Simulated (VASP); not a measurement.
Here is a VASP 6.6.1 calculation.

File INCAR:

```
SYSTEM = CuO
  PREC = Accurate
  ENCUT = 600
  EDIFF = 1E-7
  ISMEAR = -1
  SIGMA = 0.1
  LREAL = .False.
  LASPH = .True.
  NELM = 200
  ALGO = Normal
  ISIF = 3
  LWAVE = .False.
  LCHARG = .False.
  ISPIN = 2
  MAGMOM = 1 0
  LORBIT = 11
  LMAXMIX = 4
  LDAU = .True.
  LDAUTYPE = 2
  LDAUL = 2 -1
  LDAUU = 6.39 0
  LDAUJ = 0 0
  LDAUPRINT = 1
  GGA = PE
  IBRION = 2
  NSW = 80
  EDIFFG = -0.01
  PSTRESS = 200.0
  GGA_COMPAT = .False.
  NELMIN = 4
```

Contents of KPOINTS:

```
Automatic mesh
0
Gamma
  10 10 10
  0 0 0
```

File POSCAR:

```
CuO
1.0
    0.0000000000      2.1111649400      2.1111649400
    2.1111649400      0.0000000000      2.1111649400
    2.1111649400      2.1111649400      0.0000000000
Cu O
1 1
Direct
    0.0000000000      0.0000000000      0.0000000000
    0.5000000000      0.5000000000      0.5000000000
```

Potentials or basis: VASP PAW PBE potentials, release 64 (Cu, O).

Run with:

```console
$ cat potpaw_PBE.64/Cu/POTCAR potpaw_PBE.64/O/POTCAR > POTCAR
$ mpirun -np 1 vasp_std > vasp.out
```

Estimate the relaxed cell.

a = 2.887 Å, b = 2.887 Å, c = 2.887 Å, α = 60.00°, β = 60.00°, γ = 60.00°.

Predict the band gap on the k mesh.

zero (filled and empty bands overlap).

What does it give for the relaxed volume?

8.51 Å³/atom.

What does it give for the site moments?

Cu +0.57; O +0.37 μB.

Step by step:
| step | energy change (eV) | largest force (eV/Å) | pressure (GPa) | volume (Å³) |
| --- | --- | --- | --- | --- |
| 1 | 0.0000 | 0.0000 | -0.82 | 18.82 |
| 2 | 0.3567 | 0.0000 | 44.48 | 15.68 |
| 3 | 0.0954 | 0.0000 | 19.72 | 17.02 |
| 4 | 0.0998 | 0.0000 | 20.24 | 16.99 |
| 5 | 0.0963 | 0.0000 | 19.85 | 17.01 |

Caveat: the cell is relaxed towards a set pressure, so the run minimises the enthalpy, not the energy; a cell with one magnetic atom can't hold antiferromagnetic order, which such compounds often take.
